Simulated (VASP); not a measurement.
Here is a VASP 6.6.1 calculation.

File INCAR:

```
SYSTEM = Lu3AlAs4
ALGO = Normal ; EDIFF = 1E-6
ENCUT = 520 ; GGA = PE
ISIF = 2 ; ISMEAR = -1
LASPH = .TRUE. ; LCHARG = .TRUE.
LELF = .TRUE. ; LREAL = .FALSE.
LVHAR = .TRUE. ; LWAVE = .FALSE.
NBANDS = 59 ; NELM = 100
PREC = Accurate ; SIGMA = 0.02
```

File KPOINTS:

```
k-points
0
G
  4 4 4
  0 0 0
```

POSCAR

```
Lu3AlAs4
1.0
    5.6446986603      0.0000000000      0.0000000000
    0.0000000000      5.6446986603      0.0000000000
    0.0000000000      0.0000000000      5.6446986603
Al As Lu
1 4 3
Direct
    0.0000000000      0.0000000000      0.0000000000
    0.5000000000      0.5000000000      0.5000000000
    0.0000000000      0.0000000000      0.5000000000
    0.0000000000      0.5000000000      0.0000000000
    0.5000000000      0.0000000000      0.0000000000
    0.5000000000      0.5000000000      0.0000000000
    0.5000000000      0.0000000000      0.5000000000
    0.0000000000      0.5000000000      0.5000000000
```

Potentials or basis: VASP PAW PBE potentials, release 64 (Al, As, Lu).

Launch:

```sh
$ cat potpaw_PBE.64/Al/POTCAR potpaw_PBE.64/As/POTCAR potpaw_PBE.64/Lu/POTCAR > POTCAR
$ mpirun -np 1 vasp_std > vasp.out
```

**Question.** What does it give for the pressure?

**Answer.** 0.2 GPa.

**Question.** What does it give for the band gap on the k mesh?

**Answer.** Zero (band 49 reaches 3.98 eV, above the bottom of band 50 at 3.91 eV).

Caveat: spin-orbit coupling is left out, which moves the levels of the heavy elements.
